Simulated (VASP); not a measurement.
Wanted: the native input for a VASP 6.6.1 run.

```yaml
Task: relaxation of cell and atoms
Functional: PBEsol
Potentials_or_basis: VASP PAW PBE potentials, release 64 (C)
Cutoff: 600 eV
k_mesh: 32 × 32 × 32
Occupations: gaussian, width 0.1 eV
Spin: no spin polarisation
Dipole_correction: no
Further_INCAR_settings: ALGO = Normal; EDIFF = 1e-06; IBRION = 2; EDIFFG = -0.01; NSW = 100; ISIF = 3
```

The structure of C lies in POSCAR:

```
C
1.0
   -1.1608953267      1.1608953267      1.1608953267
    1.1608953267     -1.1608953267      1.1608953267
    1.1608953267      1.1608953267     -1.1608953267
C
1
Direct
    0.0000000000      0.0000000000      0.0000000000
```

These files were run (other wordings do the same):

INCAR

```
PREC = Accurate
ENCUT = 600
EDIFF = 1E-6
ISMEAR = 0
SIGMA = 0.1
LREAL = False
LASPH = True
NELM = 60
ALGO = Normal
ISIF = 3
LWAVE = False
LCHARG = False
GGA = PS
IBRION = 2
NSW = 100
EDIFFG = -0.01
```

KPOINTS

```
regular mesh
0
Gamma
  32 32 32
```

Potentials or basis: VASP PAW PBE potentials, release 64 (C).

Run with:

```sh
$ cat potpaw_PBE.64/C/POTCAR > POTCAR
$ mpirun -np 1 vasp_std > vasp.out
```

Results of the run:

- Relaxed volume: 6.43 Å³/atom
- Relaxed cell: a = 2.029 Å, b = 2.029 Å, c = 2.029 Å, α = 109.47°, β = 109.47°, γ = 109.47°
- Space group after relaxing (to 0.05 Å): Im-3m (No. 229)
- Energy gained by relaxing: 3.1 meV/atom
- Ionic steps: 3
- Pressure after relaxing: 0.0 GPa
- Band gap on the k mesh: zero (band 2 reaches 18.51 eV, above the bottom of band 3 at 3.68 eV)

Caveat: the PAW data sets were made with another functional, which shifts forces and pressure a little.

It took 21 s on 1 thread of Intel Xeon 6975P-C, with other jobs on the host, peak memory 0.15 GiB.
